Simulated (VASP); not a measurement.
Here is a VASP 6.6.1 calculation.

The input POSCAR:

```
Cr
1.0
    3.0108001229      0.0000000000      0.0000000000
   -1.5054000615      2.6074293922      0.0000000000
    0.0000000000      0.0000000000      4.0905601031
Cr
2
Direct
    0.3333333333      0.6666666667      0.2500000000
    0.6666666667      0.3333333333      0.7500000000
```

INCAR.step1

```
SYSTEM = Cr
PREC     = Accurate       ! precision mode
ENCUT    = 520            ! plane-wave cutoff, eV
ISMEAR   = -1             ! smearing method
SIGMA    = 0.05           ! smearing width, eV
LREAL    = .False.        ! projectors in reciprocal space
LASPH    = .True.         ! aspherical terms in the spheres
NELM     = 150            ! most SCF steps
ISPIN    = 2              ! spin polarisation
MAGMOM   = 3.096 -3.096   ! initial moments
LMAXMIX  = 4              ! l up to which the mixer works
NBANDS   = 23             ! bands
GGA      = PE             ! functional
ALGO     = Normal         ! electronic algorithm
EDIFF    = 1E-4           ! SCF threshold, eV
LWAVE    = .True.         ! write WAVECAR
LCHARG   = .False.        ! write CHGCAR
```

File INCAR.step2:

```
SYSTEM = Cr
PREC     = Accurate       ! precision mode
ENCUT    = 520            ! plane-wave cutoff, eV
EDIFF    = 1E-7           ! SCF threshold, eV
ISMEAR   = -1             ! smearing method
SIGMA    = 0.05           ! smearing width, eV
LREAL    = .False.        ! projectors in reciprocal space
LASPH    = .True.         ! aspherical terms in the spheres
NELM     = 150            ! most SCF steps
ALGO     = Normal         ! electronic algorithm
ISIF     = 2              ! what is computed and relaxed
LWAVE    = .False.        ! write WAVECAR
LCHARG   = .True.         ! write CHGCAR
ISPIN    = 2              ! spin polarisation
MAGMOM   = 3.096 -3.096   ! initial moments
LORBIT   = 11             ! projections on sites
LMAXMIX  = 4              ! l up to which the mixer works
METAGGA  = R2SCAN         ! meta-GGA
LMIXTAU  = .True.       
LELF     = .True.         ! ELF
LVHAR    = .True.       
NBANDS   = 23             ! bands
ISTART   = 1
```

File KPOINTS:

```
regular mesh
0
Gamma
  14 14 9
  0 0 0
```

Potentials or basis: VASP PAW PBE potentials, release 64 (Cr_pv).

The run is started by

```sh
$ cat potpaw_PBE.64/Cr_pv/POTCAR > POTCAR
$ cp INCAR.step1 INCAR
$ mpirun -np 1 vasp_std > vasp.out
$ cp INCAR.step2 INCAR
$ mpirun -np 1 vasp_std > vasp.out
```

(1) Estimate the pressure.

(2) Estimate the net moment.

Answers

(1) -4.3 GPa.

(2) 0.00 μB per cell.

Caveat: the PAW data sets were made with another functional, which shifts forces and pressure a little.
